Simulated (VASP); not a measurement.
# Ir (Im-3m) in VASP: a series of runs, part 2 of 2

VASP 6.6.1.

**4. Relaxation of cell and atoms, r2SCAN**

This run uses another cell than the first one, of 14.05 Å³/atom, 0.955 times its volume.

File POSCAR:

```
Ir
1.0
    1.5200000000      1.5200000000      1.5200000000
   -1.5200000000      1.5200000000      1.5200000000
   -1.5200000000     -1.5200000000      1.5200000000
Ir
1
Direct
    0.0000000000      0.0000000000      0.0000000000
```

File INCAR.step1:

```
SYSTEM = Ir
  PREC = Accurate
  ENCUT = 600
  ISMEAR = 1
  SIGMA = 0.1
  LREAL = .False.
  LASPH = .True.
  NELM = 60
  GGA = PE
  ALGO = Normal
  EDIFF = 1E-4
  LWAVE = .True.
  LCHARG = .False.
```

File INCAR.step2:

```
SYSTEM = Ir
  PREC = Accurate
  ENCUT = 600
  EDIFF = 1E-6
  ISMEAR = 1
  SIGMA = 0.1
  LREAL = .False.
  LASPH = .True.
  NELM = 60
  ALGO = Normal
  ISIF = 3
  LWAVE = .False.
  LCHARG = .False.
  METAGGA = R2SCAN
  LMIXTAU = .True.
  IBRION = 2
  NSW = 80
  EDIFFG = -0.01
  ISTART = 1
```

File KPOINTS:

```
Automatic mesh
0
Gamma
  21 21 21
  0 0 0
```

Potentials or basis: VASP PAW PBE potentials, release 64 (Ir).

Run with:

```console
$ cat potpaw_PBE.64/Ir/POTCAR > POTCAR
$ cp INCAR.step1 INCAR
$ mpirun -np 1 vasp_std > vasp.out
$ cp INCAR.step2 INCAR
$ mpirun -np 1 vasp_std > vasp.out
```

OUTCAR:

```text
SYSTEM = Ir
   PREC = Accurate
   ENCUT = 600
   EDIFF = 1E-6
   ISMEAR = 1
   LREAL = .False.
   LASPH = .True.
   NELM = 60
   ISIF = 3
   METAGGA = R2SCAN
   IBRION = 2
   NSW = 80
   EDIFFG = -0.01
   ISTART = 1

 ion  position               nearest neighbor table
   1  0.000  0.000  0.000-

  LATTYP: Found a body centered cubic cell.
 ALAT       =     3.0400000000

  Lattice vectors:

 A1 = (   1.5200000000,  -1.5200000000,  -1.5200000000)
 A2 = (   1.5200000000,   1.5200000000,   1.5200000000)
 A3 = (  -1.5200000000,  -1.5200000000,   1.5200000000)

Analysis of symmetry for initial positions (statically):
=====================================================================
 Subroutine PRICEL returns:
 Original cell was already a primitive cell.

 Routine SETGRP: Setting up the symmetry group for a
 body centered cubic supercell.

 Subroutine GETGRP returns: Found 48 space group operations
 (whereof 48 operations were pure point group operations)
 out of a pool of 48 trial point group operations.

The static configuration has the point symmetry O_h .

Analysis of symmetry for dynamics (positions and initial velocities):
=====================================================================
 Subroutine PRICEL returns:
 Original cell was already a primitive cell.

 Routine SETGRP: Setting up the symmetry group for a
 body centered cubic supercell.

 Subroutine GETGRP returns: Found 48 space group operations
 (whereof 48 operations were pure point group operations)
 out of a pool of 48 trial point group operations.

The dynamic configuration has the point symmetry O_h .

 Subroutine INISYM returns: Found 48 space group operations
 (whereof 48 operations are pure point group operations),
 and found     1 'primitive' translations

----------------------------------------------------------------------------------------

                                     Primitive cell

  volume of cell :      14.0472

  direct lattice vectors                    reciprocal lattice vectors
     1.520000000  1.520000000  1.520000000     0.328947368  0.000000000  0.328947368
    -1.520000000  1.520000000  1.520000000    -0.328947368  0.328947368  0.000000000
    -1.520000000 -1.520000000  1.520000000     0.000000000 -0.328947368  0.328947368

  length of vectors
     2.632717228  2.632717228  2.632717228     0.465201830  0.465201830  0.465201830

  position of ions in fractional coordinates (direct lattice)
     0.000000000  0.000000000  0.000000000

  ion indices of the primitive-cell ions
   primitive index   ion index
                 1           1

----------------------------------------------------------------------------------------

 KPOINTS: Automatic mesh

Automatic generation of k-mesh.
 Grid dimensions read from file:
 generate k-points for:   21   21   21

 Generating k-lattice:

  Cartesian coordinates                     Fractional coordinates (reciprocal lattice)
     0.015664160  0.000000000  0.015664160     0.047619048  0.000000000  0.000000000
    -0.015664160  0.015664160  0.000000000     0.000000000  0.047619048  0.000000000
     0.000000000 -0.015664160  0.015664160     0.000000000  0.000000000  0.047619048

  Length of vectors
     0.022152468  0.022152468  0.022152468

  Shift w.r.t. Gamma in fractional coordinates (k-lattice)
     0.000000000  0.000000000  0.000000000

 Subroutine IBZKPT returns following result:
 ===========================================

 Found    286 irreducible k-points:

 Following reciprocal coordinates:
            Coordinates               Weight
  0.000000  0.000000  0.000000      1.000000
  0.047619  0.000000  0.000000     12.000000
  0.095238  0.000000  0.000000     12.000000
  0.142857  0.000000  0.000000     12.000000
  0.190476  0.000000  0.000000     12.000000
  0.238095  0.000000  0.000000     12.000000
[... 16 lines left out ...]
  0.238095  0.095238  0.000000     48.000000
  0.285714  0.095238  0.000000     48.000000
 [... further k-points ...]
   k-points           NKPTS =    286   k-points in BZ     NKDIM =    286   number of bands    NBANDS=      8
   number of dos      NEDOS =    301   number of ions     NIONS =      1
   total plane-waves  NPLWV =  13824
   dimension x,y,z NGX =    24 NGY =   24 NGZ =   24
   dimension x,y,z NGXF=    48 NGYF=   48 NGZF=   48
   ions per type =               1
   NGX,Y,Z   is equivalent  to a cutoff of  15.16, 15.16, 15.16 a.u.
   NGXF,Y,Z  is equivalent  to a cutoff of  30.31, 30.31, 30.31 a.u.
 SYSTEM =  Ir
   PREC   = accura    normal or accurate (medium, high low for compatibility)
   ISTART =      1    job   : 0-new  1-cont  2-samecut
   ICHARG =      0    charge: 1-file 2-atom 10-const
   ISPIN  =      1    spin polarized calculation?
   LNONCOLLINEAR =      F non collinear calculations
   LSORBIT =      F    spin-orbit coupling
   LASPH  =      T    aspherical Exc in radial PAW
   ENCUT  =  600.0 eV  44.10 Ry    6.64 a.u.   5.26  5.26  5.26*2*pi/ulx,y,z
   NELM   =     60;   NELMIN=  2; NELMDL=  0     # of ELM steps
   EDIFF  = 0.1E-05   stopping-criterion for ELM
   LREAL  =      F    real-space projection
   EDIFFG = -.1E-01   stopping-criterion for IOM
   NSW    =     80    number of steps for IOM
   IBRION =      2    ionic relax: 0-MD 1-quasi-New 2-CG
   NFREE  =      1    steps in history (QN), initial steepest desc. (CG)
   ISIF   =      3    stress and relaxation
   ISYM   =      2    0-nonsym 1-usesym 2-fastsym
   POTIM  = 0.5000    time-step for ionic-motion
   TEBEG  =    0.0;   TEEND  =   0.0 temperature during run
   PSTRESS=    0.0 pullay stress
   NELECT =       9.0000    total number of electrons
   NUPDOWN=      -1.0000    fix difference up-down
   EMIN   =  10.00;   EMAX   =-10.00  energy-range for DOS
   EFERMI =   0.00;   METHOD = LEGACY
   ISMEAR =     1;   SIGMA  =   0.10  broadening in eV -4-tet -1-fermi 0-gaus
   EFERMI_NEDOS =   21; number of points for ismear=-14 and -15
   IALGO  =     38    algorithm
   IMIX   =      4    mixing-type and parameters
     AMIX     =   0.40;   BMIX     =  1.00
     AMIX_MAG =   1.60;   BMIX_MAG =  1.00
  volume/ion in A,a.u.               =      14.05        94.80
  Fermi-wavevector in a.u.,A,eV,Ry     =   1.411320  2.667008 27.100403  1.991823
  Thomas-Fermi vector in A             =   2.533183
   LORBIT       =      0    0 simple, 1 ext, 2 COOP (PROOUT), +10 PAW based schemes
   METAGGA = R2SCAN    functional components
   LHFCALC =     F    Hartree Fock is set to
   AEXX    =    0.0000 exact exchange contribution
   IVDW    =     0    specifies the selected vdW correction
   LEPSILON=     F    determine dielectric tensor
   LRPA    =     F    only Hartree local field effects (RPA)
 conjugate gradient relaxation of ions
 non-spin polarized calculation
 Methfessel and Paxton  Order N= 1 SIGMA  =   0.10
  energy-cutoff  :      600.00
  volume of cell :       14.05
 maximum number of plane-waves:       478
 NGX is ok and might be reduce to    24
   NGX = 11   NGY = 11   NGZ = 11

--------------------------------------- Ionic step        1  -------------------------------------------

 number of electron       9.0000000 magnetization

 Free energy of the ion-electron system (eV)
  ---------------------------------------------------
  ext. energy  EPLUGINS =         0.00000000
  ---------------------------------------------------
  free energy    TOTEN  =       -51.62872829 eV

  energy without entropy =      -51.62555358  energy(sigma->0) =      -51.62767006

 E-fermi :  10.0331     XC(G=0): -15.3574

 val. band max:       10.0291563549   @ k =   0.1429  -0.4286   0.0952
 cond. band min:      10.0336008730   @ k =   0.2857  -0.3810   0.0476
 fundamental gap:      0.0044445180
 Fermi energy:        10.0330941149

 k-point     1 :       0.0000    0.0000    0.0000
  band No.  band energies     occupation
      1      -1.2895      2.00000
      2       6.1494      2.00000
      3       6.1494      2.00000
      4       6.1494      2.00000
      5       9.4188      2.00000
      6       9.4188      2.00000
      7      27.9700      0.00000
      8      27.9700      0.00000
[... 351 lines left out ...]
  FREE ENERGIE OF THE ION-ELECTRON SYSTEM (eV)
  ---------------------------------------------------
  free  energy   TOTEN  =       -51.6746392046 eV

  energy  without entropy=      -51.6712565404  energy(sigma->0) =      -51.67351165

[... ionic steps 4 to 13 ...]

--------------------------------------- Ionic step       14  -------------------------------------------

 number of electron       9.0000000 magnetization

------------------------ aborting loop because EDIFF is reached ----------------------------------------
[... 65 lines left out ...]
--------------------------------------- Ionic step       16  -------------------------------------------

 number of electron       9.0000000 magnetization

 Free energy of the ion-electron system (eV)
  ---------------------------------------------------
  ext. energy  EPLUGINS =         0.00000000
  ---------------------------------------------------
  free energy    TOTEN  =       -51.67501933 eV

  energy without entropy =      -51.67165003  energy(sigma->0) =      -51.67389623

 E-fermi :   9.1447     XC(G=0): -14.9889

 val. band max:        9.1437992999   @ k =   0.3333   0.1905   0.1905
 cond. band min:       9.1471473762   @ k =   0.1905  -0.3810   0.1429
 fundamental gap:      0.0033480764
 Fermi energy:         9.1446889666

 k-point     1 :       0.0000    0.0000    0.0000
  band No.  band energies     occupation
      1      -1.6094      2.00000
      2       5.5659      2.00000
      3       5.5659      2.00000
      4       5.5659      2.00000
      5       8.5988      2.00000
      6       8.5988      2.00000
      7      27.0747      0.00000
      8      27.0747      0.00000
[... 281 lines left out ...]
  FREE ENERGIE OF THE ION-ELECTRON SYSTEM (eV)
  ---------------------------------------------------
  free  energy   TOTEN  =       -51.6750193255 eV

  energy  without entropy=      -51.6716500260  energy(sigma->0) =      -51.67389623

 reached required accuracy - stopping structural energy minimisation
```

Wall time 8.2 min (1 thread of Intel Xeon 6975P-C, shared host); peak memory 0.19 GiB.

What came out:

```yaml
Free_energy: -51.6750 eV
Relaxed_volume: 14.81 Å³/atom
Relaxed_cell: a = 2.680 Å, b = 2.680 Å, c = 2.680 Å, α = 70.53°, β = 109.47°, γ = 70.53°
Space_group_after_relaxing_to_0.05_Å: Im-3m (No. 229)
Energy_gained_by_relaxing: 46.3 meV/atom
Ionic_steps: 16
Pressure_after_relaxing: 0.1 GPa
```

Step by step:
| step | energy change (eV) | largest force (eV/Å) | pressure (GPa) | volume (Å³) |
| --- | --- | --- | --- | --- |
| 1 | 0.0000 | 0.0000 | 20.40 | 14.05 |
| 2 | 0.4330 | 0.0000 | -39.26 | 18.01 |
| 3 | -0.0459 | 0.0000 | -1.64 | 14.89 |
| 4 | -0.0463 | 0.0000 | -0.12 | 14.82 |
| 5 | -0.0463 | 0.0000 | 0.22 | 14.81 |
| 6 | -0.0463 | 0.0000 | 0.23 | 14.81 |
| 7 | -0.0463 | 0.0000 | 0.22 | 14.81 |
| 8 | -0.0463 | 0.0000 | 0.19 | 14.81 |
| 9 | -0.0463 | 0.0000 | 0.19 | 14.81 |
| 10 | -0.0463 | 0.0000 | 0.19 | 14.81 |
| 11 | -0.0463 | 0.0000 | 0.19 | 14.81 |
| 12 | -0.0463 | 0.0000 | 0.19 | 14.81 |
| 13 | -0.0463 | 0.0000 | 0.18 | 14.81 |
| 14 | -0.0463 | 0.0000 | 0.17 | 14.81 |
| 15 | -0.0463 | 0.0000 | 0.16 | 14.81 |
| 16 | -0.0463 | 0.0000 | 0.05 | 14.81 |

Final structure:
```
Ir
1.0
     1.54720    1.54720    1.54720
    -1.54720    1.54720    1.54720
    -1.54720   -1.54720    1.54720
Ir
1
Cartesian
  -1.5472 -1.5472 1.5472
```

Caveat: the PAW data sets were made with another functional, which shifts forces and pressure a little; spin-orbit coupling is left out, which moves the levels of the heavy elements.
